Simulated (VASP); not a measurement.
# Hf2W (P6/mmm) in VASP: further runs

Runs on Hf2W. Level: PBE. Tasks: relaxation of cell and atoms, single point.

Program: VASP 6.6.1. These are calculated values, not measurements. Logs are shortened: lines on timing, memory, paths and dates and some standing lists are left out, and cuts for length are marked.

## 1. The cell of the first run

It takes space group P6/mmm (No. 191, hexagonal). Conventional cell: a = 3.810 Å, b = 3.810 Å, c = 4.114 Å, α = 90.00°, β = 90.00°, γ = 120.00°. Within 3.1 Å of Hf (site symmetry -6m2) lie 3 Hf at 2.20 Å and 6 W at 3.01 Å. Within 4.2 Å of W (site symmetry 6/mmm) lie 12 Hf at 3.01 Å and 8 W at 3.81 to 4.11 Å.

## 2. Relaxation of cell and atoms, PBE

INCAR reads:

```
PREC     = Accurate       # precision mode
ENCUT    = 600            # plane-wave cutoff, eV
EDIFF    = 1E-6           # SCF threshold, eV
ISMEAR   = 0              # smearing method
SIGMA    = 0.1            # smearing width, eV
LREAL    = F              # projectors in reciprocal space
LASPH    = T              # aspherical terms in the spheres
NELM     = 60             # most SCF steps
ALGO     = Normal         # electronic algorithm
ISIF     = 3              # what is computed and relaxed
LWAVE    = F              # write WAVECAR
LCHARG   = F              # write CHGCAR
GGA      = PE             # functional
IBRION   = 2              # ionic algorithm
NSW      = 90             # ionic steps
EDIFFG   = -0.04          # ionic threshold
```

KPOINTS reads:

```
Automatic mesh
0
Gamma
  6 6 4
```

POSCAR reads:

```
Hf2W
1.0
    3.8097384632      0.0000000000      0.0000000000
   -1.9048692316      3.2993302909      0.0000000000
    0.0000000000      0.0000000000      4.1135049852
Hf W
2 1
Direct
    0.3333333333      0.6666666667      0.5000000000
    0.6666666667      0.3333333333      0.5000000000
    0.0000000000      0.0000000000      0.0000000000
```

Potentials or basis: VASP PAW PBE potentials, release 64 (Hf_pv, W_sv).

Run with:

```sh
> cat potpaw_PBE.64/Hf_pv/POTCAR potpaw_PBE.64/W_sv/POTCAR > POTCAR
> mpirun -np 1 vasp_std > vasp.out
```

OUTCAR:

```text
PREC = Accurate
   ENCUT = 600
   EDIFF = 1E-6
   ISMEAR = 0
   LREAL = F
   LASPH = T
   NELM = 60
   ISIF = 3
   GGA = PE
   IBRION = 2
   NSW = 90
   EDIFFG = -0.04

 ion  position               nearest neighbor table
   1  0.333  0.667  0.500-   2 2.20   2 2.20   2 2.20   3 3.01   3 3.01   3 3.01   3 3.01   3 3.01
                             3 3.01
   2  0.667  0.333  0.500-   1 2.20   1 2.20   1 2.20   3 3.01   3 3.01   3 3.01   3 3.01   3 3.01
                             3 3.01
   3  0.000  0.000  0.000-   1 3.01   2 3.01   1 3.01   2 3.01   1 3.01   1 3.01   2 3.01   2 3.01
                             2 3.01   2 3.01   1 3.01   1 3.01

  LATTYP: Found a hexagonal cell.
 ALAT       =     3.8097384632
 C/A-ratio  =     1.0797342193

  Lattice vectors:

 A1 = (   3.8097384632,   0.0000000000,   0.0000000000)
 A2 = (  -1.9048692316,   3.2993302909,   0.0000000000)
 A3 = (   0.0000000000,   0.0000000000,   4.1135049852)

Analysis of symmetry for initial positions (statically):
=====================================================================
 Subroutine PRICEL returns:
 Original cell was already a primitive cell.

 Routine SETGRP: Setting up the symmetry group for a
 hexagonal supercell.

 Subroutine GETGRP returns: Found 24 space group operations
 (whereof 24 operations were pure point group operations)
 out of a pool of 24 trial point group operations.

The static configuration has the point symmetry D_6h.

Analysis of symmetry for dynamics (positions and initial velocities):
=====================================================================
 Subroutine PRICEL returns:
 Original cell was already a primitive cell.

 Routine SETGRP: Setting up the symmetry group for a
 hexagonal supercell.

 Subroutine GETGRP returns: Found 24 space group operations
 (whereof 24 operations were pure point group operations)
 out of a pool of 24 trial point group operations.

The dynamic configuration has the point symmetry D_6h.

 Subroutine INISYM returns: Found 24 space group operations
 (whereof 24 operations are pure point group operations),
 and found     1 'primitive' translations

----------------------------------------------------------------------------------------

                                     Primitive cell

  volume of cell :      51.7051

  direct lattice vectors                    reciprocal lattice vectors
     3.809738463  0.000000000  0.000000000     0.262485210  0.151545907  0.000000000
    -1.904869232  3.299330291  0.000000000     0.000000000  0.303091813  0.000000000
[... 104 lines left out ...]
  volume/ion in A,a.u.               =      17.24       116.31
  Fermi-wavevector in a.u.,A,eV,Ry     =   1.423607  2.690227 27.574344  2.026657
  Thomas-Fermi vector in A             =   2.544187
   LORBIT       =      0    0 simple, 1 ext, 2 COOP (PROOUT), +10 PAW based schemes
   GGA     = PE    functional components
   LHFCALC =     F    Hartree Fock is set to
   AEXX    =    0.0000 exact exchange contribution
   IVDW    =     0    specifies the selected vdW correction
   LEPSILON=     F    determine dielectric tensor
   LRPA    =     F    only Hartree local field effects (RPA)
 conjugate gradient relaxation of ions
 non-spin polarized calculation
 Gauss-broadening in eV      SIGMA  =   0.10
  energy-cutoff  :      600.00
  volume of cell :       51.71
 maximum number of plane-waves:      1744
   NGX = 15   NGY = 15   NGZ = 17

--------------------------------------- Ionic step        1  -------------------------------------------

 number of electron      34.0000002 magnetization

 Free energy of the ion-electron system (eV)
  ---------------------------------------------------
  ext. energy  EPLUGINS =         0.00000000
  ---------------------------------------------------
  free energy    TOTEN  =       -24.42454631 eV

  energy without entropy =      -24.40635844  energy(sigma->0) =      -24.41545238

------------------------ aborting loop because EDIFF is reached ----------------------------------------

  FORCE on cell =-STRESS in cart. coord.  units (eV):
  Direction    XX          YY          ZZ          XY          YZ          ZX
  --------------------------------------------------------------------------------------
  -------------------------------------------------------------------------------------
  Total       23.0362539     23.0362539     -3.5440534      0.0000000      0.0000000      0.0000000
  in kB      713.8212213    713.8212213   -109.8190932      0.0000000      0.0000000      0.0000000
  external PRESSURE =     439.2744498 kB  Pullay stress =       0.0000000 kB
[... 24 lines left out ...]
--------------------------------------- Ionic step        2  -------------------------------------------

 number of electron      33.9999985 magnetization

 E-fermi :   3.2144     XC(G=0): -10.0141

 val. band max:        3.2134186618   @ k =   0.3333   0.0000   0.0000
 cond. band min:       3.2373042923   @ k =   0.1667   0.0000   0.0000
 fundamental gap:      0.0238856305
 Fermi energy:         3.2144279214

 k-point     1 :       0.0000    0.0000    0.0000
  band No.  band energies     occupation
      1     -71.2512      2.00000
      2     -35.3097      2.00000
      3     -35.2891      2.00000
      4     -35.2891      2.00000
      5     -28.3178      2.00000
      6     -28.3178      2.00000
[... 560 lines left out ...]
  FREE ENERGIE OF THE ION-ELECTRON SYSTEM (eV)
  ---------------------------------------------------
  free  energy   TOTEN  =       -28.2986546686 eV

  energy  without entropy=      -28.2658931615  energy(sigma->0) =      -28.28227392

[... ionic steps 4 to 8 ...]

--------------------------------------- Ionic step        9  -------------------------------------------

 number of electron      33.9999986 magnetization

------------------------ aborting loop because EDIFF is reached ----------------------------------------
[... 69 lines left out ...]
--------------------------------------- Ionic step       11  -------------------------------------------

 number of electron      33.9999986 magnetization

 Free energy of the ion-electron system (eV)
  ---------------------------------------------------
  ext. energy  EPLUGINS =         0.00000000
  ---------------------------------------------------
  free energy    TOTEN  =       -31.83827833 eV

  energy without entropy =      -31.82155582  energy(sigma->0) =      -31.82991707

 E-fermi :   6.5601     XC(G=0): -12.1637

 val. band max:        6.5021215593   @ k =   0.5000   0.0000   0.0000
 cond. band min:       6.6033798121   @ k =   0.3333   0.0000   0.0000
 fundamental gap:      0.1012582528
 Fermi energy:         6.5600759104

 k-point     1 :       0.0000    0.0000    0.0000
  band No.  band energies     occupation
      1     -67.0878      2.00000
      2     -31.2880      2.00000
      3     -31.2880      2.00000
      4     -30.8187      2.00000
      5     -24.0249      2.00000
      6     -24.0249      2.00000
[... 523 lines left out ...]
  FREE ENERGIE OF THE ION-ELECTRON SYSTEM (eV)
  ---------------------------------------------------
  free  energy   TOTEN  =       -31.8382783291 eV

  energy  without entropy=      -31.8215558153  energy(sigma->0) =      -31.82991707

 reached required accuracy - stopping structural energy minimisation
```

OSZICAR:

```text
N       E                     dE             d eps       ncg     rms          rms(c)
DAV:   1     0.246780063451E+03    0.24678E+03   -0.20655E+04   882   0.188E+03
DAV:   2    -0.150672319788E+02   -0.26185E+03   -0.25418E+03   992   0.466E+02
DAV:   3    -0.273409226555E+02   -0.12274E+02   -0.11567E+02  1202   0.774E+01
DAV:   4    -0.276309551338E+02   -0.29003E+00   -0.28561E+00  1079   0.106E+01
[... 134 lines left out ...]
DAV:   2    -0.318384275556E+02    0.45364E-03   -0.82856E-04   965   0.212E-01    0.997E-02
DAV:   3    -0.318383267268E+02    0.10083E-03   -0.30876E-04  1107   0.914E-02    0.750E-02
DAV:   4    -0.318382816415E+02    0.45085E-04   -0.19082E-04  1090   0.763E-02    0.327E-02
DAV:   5    -0.318382789888E+02    0.26528E-05   -0.18628E-05  1051   0.233E-02    0.201E-02
DAV:   6    -0.318382783291E+02    0.65964E-06   -0.14648E-06   617   0.796E-03
  11 F= -.31838278E+02 E0= -.31829917E+02  d E =-.435779E-03
```

Run time: 4.1 min. Hardware: 1 thread of Intel Xeon Platinum 8259CL at 2.50GHz (Skylake/Cascade Lake), shared host; peak memory 0.2 GiB.

What came out:

| Property | Result |
| --- | --- |
| Free energy | -31.8383 eV |
| Relaxed volume | 19.28 Å³/atom |
| Relaxed cell | a = 4.884 Å, b = 4.884 Å, c = 2.801 Å, α = 90.00°, β = 90.00°, γ = 120.00° |
| Space group after relaxing (to 0.1 Å) | P6/mmm (No. 191) |
| Energy gained by relaxing | 2471.2 meV/atom |
| Ionic steps | 11 |
| Pressure after relaxing | 0.0 GPa |
| Band gap on the k mesh | zero (bands 17 and 18 overlap by 2.13 eV) |

Step by step:
```
step  energy change (eV)  largest force (eV/Å)  pressure (GPa)  volume (Å³)
   1              0.0000                0.0000           43.93        51.71
   2             -2.3658                0.0000          -24.51        91.57
   3             -3.8741                0.0000          -13.88        72.68
   4             -7.1900                0.0000           -9.40        61.81
   5             -7.3890                0.0000           -1.96        58.91
   6             -7.3924                0.0000           -3.87        59.52
   7             -7.3838                0.0000            4.45        56.17
   8             -7.4133                0.0000           -0.32        57.96
   9             -7.4133                0.0000           -0.25        57.93
  10             -7.4136                0.0000            0.17        57.82
  11             -7.4137                0.0000            0.04        57.85
```

Final structure:
```
CELL_PARAMETERS angstrom
4.88387 0.00000 0.00000
-2.44193 4.22955 0.00000
0.00000 0.00000 2.80078
ATOMIC_POSITIONS crystal
Hf 0.33333 0.66667 0.50000
Hf 0.66667 0.33333 0.50000
W 0.00000 0.00000 0.00000
```

Caveat: the k points lie up to 0.56 Å⁻¹ apart in the final cell, too coarse for converged energies and pressures of a metal; a cell axis changed by over 15 % at a fixed basis, so the end point is rough; spin-orbit coupling is left out, which moves the levels of the heavy elements.

(Part 1 of 2 ends here.)

The gap in the log of VASP goes by the Fermi energy; the results here count the filled bands.